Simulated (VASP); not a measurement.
## C: single point with PBE

C:

```
C
1.0
     0.00000    1.78012    1.78012
     1.78012    0.00000    1.78012
     1.78012    1.78012    0.00000
C
2
Direct
  0.00000 0.00000 0.00000
  0.25000 0.25000 0.25000
```

```
Program                : VASP 6.6.1
Task                   : single point
Functional             : PBE
Potentials or basis    : VASP PAW PBE potentials, release 64 (C)
Cutoff                 : 520 eV
k mesh                 : 8 × 8 × 8
Occupations            : gaussian, width 0.01 eV
Spin                   : no spin polarisation
Dipole correction      : no
Further INCAR settings : ALGO = Normal; EDIFF = 1e-06; NBANDS = 11
```

| Item | Value |
| --- | --- |
| Pressure | 4.9 GPa |
| Band gap on the k mesh | 4.14 eV (least direct gap 5.60 eV) |

Levels at points of the mesh, in eV from the valence-band top:
```
           k point  band 1  band 2  band 3  band 4  band 5  band 6  band 7  band 8  band 9
(0.00, 0.00, 0.00)  -21.55    0.00    0.00    0.00    5.60    5.60    5.60   13.46   19.36
(0.50, 0.00, 0.00)  -15.74  -13.43   -2.81   -2.81    8.48    8.48    8.92   15.75   21.98
(0.50, 0.50, 0.00)  -12.80  -12.80   -6.33   -6.33    4.77    4.77   16.89   16.89   23.34
```

Wall time 2.6 s on 1 thread of AMD EPYC 9R45 96-Core Processor (Zen 5) (shared host), peak memory 0.08 GiB.

Caveat: the cell stands under pressure. A k mesh can miss the band edges.
